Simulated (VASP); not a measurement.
A run of VASP 6.6.1:

INCAR

```
PREC = Accurate
ENCUT = 520
EDIFF = 1E-6
ISMEAR = 0
SIGMA = 0.1
LREAL = False
LASPH = True
NELM = 60
ALGO = Normal
ISIF = 2
LWAVE = False
LCHARG = False
GGA = PS
NBANDS = 8
```

File KPOINTS:

```
Automatic mesh
0
Gamma
  18 18 18
```

The input POSCAR:

```
Sb
1.0
    3.0532676915      0.0000000000      0.0000000000
    0.0000000000      3.0532676915      0.0000000000
    0.0000000000      0.0000000000      3.1229786554
Sb
1
Direct
    0.0000000000      0.0000000000      0.0000000000
```

Potentials or basis: VASP PAW PBE potentials, release 64 (Sb).

Command:

```sh
$ cat potpaw_PBE.64/Sb/POTCAR > POTCAR
$ mpirun -np 1 vasp_std > vasp.out
```

Hardware: 1 thread of AMD EPYC 7R43 64-Core Processor (Zen 3) (shared host).

**Question.** How long does it take, and how much memory?

**Answer.** Wall time 67 s on 1 thread of AMD EPYC 7R43 64-Core Processor (Zen 3), with other jobs on the host, peak memory 0.2 GiB. Counts: scf iterations 9, k points 550.
